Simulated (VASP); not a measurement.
# ZnS (I-4m2) in VASP: a series of runs

Runs on ZnS. Level: r2SCAN. Tasks: single point.

All numbers are computed with VASP 6.6.1; they aren't measurements. Logs are shortened: lines on timing, memory, paths and dates and some standing lists are left out, and cuts for length are marked.

### 1 The cell of the first run

Symmetry: I-4m2, No. 119, tetragonal system. The conventional cell has a = 3.710 Å, b = 3.710 Å, c = 5.490 Å, α = 90.00°, β = 90.00°, γ = 90.00°. Within 3.1 Å of Zn (site symmetry -4m2) lie 4 S at 2.31 Å. S (site symmetry -4m2) has 4 Zn at 2.31 Å within 3.1 Å.

### 2 Single point, r2SCAN (strain -0.030 along x and y, +0.015 along z)

POSCAR

```
ZnS
1.0
    0.0000000000      2.6235105000      2.7452197500
    2.6235105000      0.0000000000      2.7452197500
    2.6235105000      2.6235105000      0.0000000000
Zn S
1 1
Direct
    0.0000000000      0.0000000000      0.0000000000
    0.7500000000      0.7500000000      0.7500000000
```

INCAR.step1

```
SYSTEM = ZnS
  ALGO = Normal
  EDIFF = 1E-4
  ENCUT = 520
  GGA = PE
  ISMEAR = 0
  LASPH = .True.
  LCHARG = .False.
  LREAL = .False.
  LWAVE = .True.
  NBANDS = 16
  NELM = 60
  PREC = Accurate
  SIGMA = 0.05
```

INCAR.step2

```
SYSTEM = ZnS
  ALGO = Normal
  EDIFF = 1E-6
  ENCUT = 520
  ISIF = 2
  ISMEAR = 0
  ISTART = 1
  LASPH = .True.
  LCHARG = .True.
  LELF = .True.
  LMIXTAU = .True.
  LREAL = .False.
  LVHAR = .True.
  LWAVE = .False.
  METAGGA = R2SCAN
  NBANDS = 16
  NELM = 60
  PREC = Accurate
  SIGMA = 0.05
```

KPOINTS

```
k-points
0
Gamma
  8 8 8
  0 0 0
```

Potentials or basis: VASP PAW PBE potentials, release 64 (Zn, S).

Started as:

```sh
$ cat potpaw_PBE.64/Zn/POTCAR potpaw_PBE.64/S/POTCAR > POTCAR
$ cp INCAR.step1 INCAR
$ mpirun -np 1 vasp_std > vasp.out
$ cp INCAR.step2 INCAR
$ mpirun -np 1 vasp_std > vasp.out
```

OUTCAR:

```text
SYSTEM = ZnS
   EDIFF = 1E-6
   ENCUT = 520
   ISIF = 2
   ISMEAR = 0
   ISTART = 1
   LASPH = .True.
   LREAL = .False.
   METAGGA = R2SCAN
   NELM = 60
   PREC = Accurate

 ion  position               nearest neighbor table
   1  0.000  0.000  0.000-   2 2.31   2 2.31   2 2.31   2 2.31
   2  0.750  0.750  0.750-   1 2.31   1 2.31   1 2.31   1 2.31

  LATTYP: Found a body centered tetragonal cell.
 ALAT       =     3.7102041301
 C/A-ratio  =     1.4798214081

  Lattice vectors:

 A1 = (  -2.6235105000,   0.0000000000,   2.7452197500)
 A2 = (   2.6235105000,   0.0000000000,   2.7452197500)
 A3 = (   0.0000000000,   2.6235105000,  -2.7452197500)

Analysis of symmetry for initial positions (statically):
=====================================================================
 Subroutine PRICEL returns:
 Original cell was already a primitive cell.

 Routine SETGRP: Setting up the symmetry group for a
 body centered tetragonal supercell.

 Subroutine GETGRP returns: Found  8 space group operations
 (whereof  8 operations were pure point group operations)
 out of a pool of 16 trial point group operations.

The static configuration has the point symmetry D_2d.

Analysis of symmetry for dynamics (positions and initial velocities):
=====================================================================
 Subroutine PRICEL returns:
 Original cell was already a primitive cell.

 Routine SETGRP: Setting up the symmetry group for a
 body centered tetragonal supercell.

 Subroutine GETGRP returns: Found  8 space group operations
 (whereof  8 operations were pure point group operations)
 out of a pool of 16 trial point group operations.

The dynamic configuration has the point symmetry D_2d.

 Subroutine INISYM returns: Found  8 space group operations
 (whereof  8 operations are pure point group operations),
 and found     1 'primitive' translations

----------------------------------------------------------------------------------------

                                     Primitive cell

  volume of cell :      37.7896

  direct lattice vectors                    reciprocal lattice vectors
     0.000000000  2.623510500  2.745219750    -0.190584333  0.190584333  0.182134782
     2.623510500  0.000000000  2.745219750     0.190584333 -0.190584333  0.182134782
     2.623510500  2.623510500  0.000000000     0.190584333  0.190584333 -0.182134782

  length of vectors
     3.797240948  3.797240948  3.710204130     0.325296565  0.325296565  0.325296565

  position of ions in fractional coordinates (direct lattice)
     0.000000000  0.000000000  0.000000000
     0.750000000  0.750000000  0.750000000

  ion indices of the primitive-cell ions
   primitive index   ion index
                 1           1
                 2           2

----------------------------------------------------------------------------------------

 KPOINTS: k-points

Automatic generation of k-mesh.
 Grid dimensions read from file:
 generate k-points for:    8    8    8

 Generating k-lattice:

  Cartesian coordinates                     Fractional coordinates (reciprocal lattice)
    -0.023823042  0.023823042  0.022766848     0.125000000  0.000000000  0.000000000
     0.023823042 -0.023823042  0.022766848     0.000000000  0.125000000  0.000000000
     0.023823042  0.023823042 -0.022766848     0.000000000  0.000000000  0.125000000

  Length of vectors
     0.040662071  0.040662071  0.040662071

  Shift w.r.t. Gamma in fractional coordinates (k-lattice)
     0.000000000  0.000000000  0.000000000

 Subroutine IBZKPT returns following result:
 ===========================================

 Found     59 irreducible k-points:

 Following reciprocal coordinates:
            Coordinates               Weight
  0.000000  0.000000  0.000000      1.000000
  0.125000  0.000000  0.000000      8.000000
  0.250000  0.000000  0.000000      8.000000
  0.375000  0.000000  0.000000      8.000000
  0.500000  0.000000  0.000000      4.000000
  0.125000  0.125000  0.000000      2.000000
[... 16 lines left out ...]
  0.250000 -0.000000  0.125000     16.000000
  0.375000  0.000000  0.125000     16.000000
 [... further k-points ...]
   k-points           NKPTS =     59   k-points in BZ     NKDIM =     59   number of bands    NBANDS=     16
   number of dos      NEDOS =    301   number of ions     NIONS =      2
   total plane-waves  NPLWV =  21952
   dimension x,y,z NGX =    28 NGY =   28 NGZ =   28
   dimension x,y,z NGXF=    56 NGYF=   56 NGZF=   56
   ions per type =               1   1
   NGX,Y,Z   is equivalent  to a cutoff of  12.26, 12.26, 12.55 a.u.
   NGXF,Y,Z  is equivalent  to a cutoff of  24.52, 24.52, 25.09 a.u.
 SYSTEM =  ZnS
   PREC   = accura    normal or accurate (medium, high low for compatibility)
   ISTART =      1    job   : 0-new  1-cont  2-samecut
   ICHARG =      0    charge: 1-file 2-atom 10-const
   ISPIN  =      1    spin polarized calculation?
   LNONCOLLINEAR =      F non collinear calculations
   LSORBIT =      F    spin-orbit coupling
   LASPH  =      T    aspherical Exc in radial PAW
   ENCUT  =  520.0 eV  38.22 Ry    6.18 a.u.   7.06  7.06  6.90*2*pi/ulx,y,z
   NELM   =     60;   NELMIN=  2; NELMDL=  0     # of ELM steps
   EDIFF  = 0.1E-05   stopping-criterion for ELM
   LREAL  =      F    real-space projection
   EDIFFG = 0.1E-04   stopping-criterion for IOM
   NSW    =      0    number of steps for IOM
   IBRION =     -1    ionic relax: 0-MD 1-quasi-New 2-CG
   NFREE  =      0    steps in history (QN), initial steepest desc. (CG)
   ISIF   =      2    stress and relaxation
   ISYM   =      2    0-nonsym 1-usesym 2-fastsym
   POTIM  = 0.5000    time-step for ionic-motion
   TEBEG  =    0.0;   TEEND  =   0.0 temperature during run
   PSTRESS=    0.0 pullay stress
   NELECT =      18.0000    total number of electrons
   NUPDOWN=      -1.0000    fix difference up-down
   EMIN   =  10.00;   EMAX   =-10.00  energy-range for DOS
   EFERMI =   0.00;   METHOD = LEGACY
   ISMEAR =     0;   SIGMA  =   0.05  broadening in eV -4-tet -1-fermi 0-gaus
   EFERMI_NEDOS =   21; number of points for ismear=-14 and -15
   IALGO  =     38    algorithm
   IMIX   =      4    mixing-type and parameters
     AMIX     =   0.40;   BMIX     =  1.00
     AMIX_MAG =   1.60;   BMIX_MAG =  1.00
  volume/ion in A,a.u.               =      18.89       127.51
  Fermi-wavevector in a.u.,A,eV,Ry     =   1.278522  2.416056 22.240323  1.634618
  Thomas-Fermi vector in A             =   2.411060
   LORBIT       =      0    0 simple, 1 ext, 2 COOP (PROOUT), +10 PAW based schemes
   METAGGA = R2SCAN    functional components
   LHFCALC =     F    Hartree Fock is set to
   AEXX    =    0.0000 exact exchange contribution
   IVDW    =     0    specifies the selected vdW correction
   LEPSILON=     F    determine dielectric tensor
   LRPA    =     F    only Hartree local field effects (RPA)
 non-spin polarized calculation
 Gauss-broadening in eV      SIGMA  =   0.05
  energy-cutoff  :      520.00
  volume of cell :       37.79
 maximum number of plane-waves:      1038
   NGX = 15   NGY = 15   NGZ = 13

 number of electron      18.0000020 magnetization

 Free energy of the ion-electron system (eV)
  ---------------------------------------------------
  ext. energy  EPLUGINS =         0.00000000
  ---------------------------------------------------
  free energy    TOTEN  =       -18.84735591 eV

  energy without entropy =      -18.84735591  energy(sigma->0) =      -18.84735591

 E-fermi :   2.5438     XC(G=0): -10.5055

 val. band max:        2.3052060110   @ k =   0.0000   0.0000   0.0000
 cond. band min:       5.1163563303   @ k =   0.0000   0.0000   0.0000
 fundamental gap:      2.8111503193
 Fermi energy:         2.5438015143

 k-point     1 :       0.0000    0.0000    0.0000
  band No.  band energies     occupation
      1     -11.7451      2.00000
      2      -4.4539      2.00000
      3      -4.4237      2.00000
      4      -4.4237      2.00000
      5      -3.8416      2.00000
      6      -3.8268      2.00000
[... 8 lines left out ...]
     15      15.0030      0.00000
     16      15.0880      0.00000

 k-point     2 :       0.1250    0.0000    0.0000
  band No.  band energies     occupation
      1     -11.6163      2.00000
      2      -4.4436      2.00000
      3      -4.4116      2.00000
      4      -4.3984      2.00000
      5      -3.8415      2.00000
      6      -3.8304      2.00000
[... 8 lines left out ...]
     15      14.2865      0.00000
     16      15.8571      0.00000

 k-point     3 :       0.2500    0.0000    0.0000
  band No.  band energies     occupation
      1     -11.2787      2.00000
      2      -4.3998      2.00000
      3      -4.3609      2.00000
      4      -4.3414      2.00000
      5      -3.8322      2.00000
      6      -3.8321      2.00000
[... 8 lines left out ...]
     15      13.9035      0.00000
     16      15.2698      0.00000

 k-point     4 :       0.3750    0.0000    0.0000
  band No.  band energies     occupation
      1     -10.8931      2.00000
      2      -4.3349      2.00000
      3      -4.2934      2.00000
      4      -4.1616      2.00000
      5      -3.8205      2.00000
      6      -3.8056      2.00000
[... 8 lines left out ...]
     15      14.9439      0.00000
     16      15.2910      0.00000
[... 324 lines left out ...]
 k-point    22 :       0.1250    0.0000    0.1250
  band No.  band energies     occupation
      1     -11.5686      2.00000
      2      -4.4490      2.00000
      3      -4.4131      2.00000
      4      -4.3777      2.00000
      5      -3.8488      2.00000
      6      -3.8237      2.00000
[... 8 lines left out ...]
     15      14.5343      0.00000
     16      16.5261      0.00000

 k-point    23 :       0.2500   -0.0000    0.1250
  band No.  band energies     occupation
      1     -11.2960      2.00000
      2      -4.4459      2.00000
      3      -4.3587      2.00000
      4      -4.3189      2.00000
      5      -3.8577      2.00000
      6      -3.8102      2.00000
[... 8 lines left out ...]
     15      14.6229      0.00000
     16      16.8047      0.00000

 k-point    24 :       0.3750    0.0000    0.1250
  band No.  band energies     occupation
      1     -10.9200      2.00000
      2      -4.3540      2.00000
      3      -4.2957      2.00000
      4      -4.2283      2.00000
      5      -3.8334      2.00000
      6      -3.7907      2.00000
[... 8 lines left out ...]
     15      15.5745      0.00000
     16      16.2906      0.00000

 [... further k-points ...]
[... 5 lines left out ...]
  --------------------------------------------------------------------------------------
  -------------------------------------------------------------------------------------
  Total        0.8577909      0.8577909      0.3664035      0.0000000      0.0000000      0.0000000
  in kB       36.3679911     36.3679911     15.5345051      0.0000000      0.0000000      0.0000000
  external PRESSURE =      29.4234958 kB  Pullay stress =       0.0000000 kB

 VOLUME and BASIS-vectors are now :
 -----------------------------------------------------------------------------
  energy-cutoff  :      520.00
  volume of cell :       37.79
      direct lattice vectors                 reciprocal lattice vectors
     0.000000000  2.623510500  2.745219750    -0.190584333  0.190584333  0.182134782
     2.623510500  0.000000000  2.745219750     0.190584333 -0.190584333  0.182134782
     2.623510500  2.623510500  0.000000000     0.190584333  0.190584333 -0.182134782

 POSITION                                       TOTAL-FORCE (eV/Angst)
 -----------------------------------------------------------------------------------
      0.00000      0.00000      0.00000        -0.000000     -0.000000     -0.000000
      3.93527      3.93527      4.11783         0.000000      0.000000      0.000000
 -----------------------------------------------------------------------------------
    total drift:                               -0.000037     -0.000037      0.000031

  FREE ENERGIE OF THE ION-ELECTRON SYSTEM (eV)
  ---------------------------------------------------
  free  energy   TOTEN  =       -18.8473559062 eV

  energy  without entropy=      -18.8473559062  energy(sigma->0) =      -18.84735591
```

Wall time 2.7 min (1 thread of Intel Xeon Platinum 8259CL at 2.50GHz (Skylake/Cascade Lake), shared host); peak memory 0.18 GiB.

What came out:

```yaml
Free_energy: -18.8474 eV
Pressure: 2.9 GPa
Band_gap_on_the_k_mesh: 2.81 eV, direct
```

Caveat: the cell differs from its parent crystal (strain -0.030 along x and y, +0.015 along z); the PAW data sets were made with another functional, which shifts forces and pressure a little.

[end of part 1 of 2]
